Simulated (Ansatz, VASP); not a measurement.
## Te2Mo in VASP and in Ansatz

```
Te Mo
1.0
     3.54213    0.00000    0.00000
    -1.77106    2.94548    0.00000
     0.00000    0.00000   14.17664
Te Mo
4 2
Direct
  0.33014 0.66028 0.62172
  0.66986 0.33972 0.12172
  0.33014 0.66028 0.87828
  0.66986 0.33972 0.37828
  0.33322 0.66644 0.25000
  0.66678 0.33356 0.75000
```

Change from the starting cell: uniaxial_y strain -4.0%.

Alike in both runs: task single point; functional PBE; k mesh 12 × 12 × 2; occupations fermi-dirac, width 0.02 eV; no spin polarisation.

```csv
,VASP,Ansatz
version,VASP 6.6.1,Ansatz 0.2.0
potentials or method,"VASP PAW PBE potentials, release 64 (Te, Mo_sv)","plane waves, PAW"
plane-wave cutoff (eV),520,420
valence electrons in the cell,52,92
```

|  | VASP | Ansatz | Ansatz less VASP |
| --- | --- | --- | --- |
| gap on the k mesh at the Fermi level (eV) | 0.76 | 0.76 | -0.001 |
| pressure (GPa) | 4.5 | 4.5 | -0.01 |
| traceless stress, the component that is largest in VASP (GPa) | 2.59 | 2.62 | +0.033 |
| rms of the force components (eV/Å) | 0.110 | 0.103 | -0.0062 |

Atom by atom the forces differ by 0.006 eV/Å (rms over components). The functional is the same, so the differences come from potentials, cutoffs and numerics. VASP's potentials hold 52 valence electrons a cell and Ansatz's 92, so a difference there can come from the potentials and not from the codes.

Spin-orbit coupling is off throughout.
